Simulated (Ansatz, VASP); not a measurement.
TiN: VASP beside Ansatz

```xyz
2
Lattice="0.0000 2.0866 2.0866 2.0866 0.0000 2.0866 2.0866 2.0866 0.0000" Properties=species:S:1:pos:R:3 pbc="T T T"
Ti    0.0000    0.0000    0.0000
N     2.0866    2.0866    2.0866
```

Alike in both runs: functional LDA; k mesh 18 × 18 × 18; occupations fermi-dirac, width 0.15 eV; no spin polarisation.

Ansatz relaxed the structure, and its values are those at the end. VASP's run is a single point on that final structure, the one shown.

|  | VASP | Ansatz |
| --- | --- | --- |
| version | VASP 6.6.1 | Ansatz 0.2.0 |
| potentials or method | VASP PAW LDA potentials, release 64 (Ti_sv, N), cutoff 520 eV | scalar-relativistic, plane waves, PAW |
| valence electrons in the cell | 17 | 17 |

```csv
,VASP,Ansatz,Ansatz less VASP
gap on the k mesh at the Fermi level (eV),none,none,-
pressure (GPa),1.0,0.0,-1.03
```

Ansatz warns that its potentials were made for another functional, while VASP's fit it. LDA's correlation is that of Perdew and Zunger in VASP and of Perdew and Wang (1992) in Ansatz. A gap of «none» marks a metal or a gap that the smearing closes.
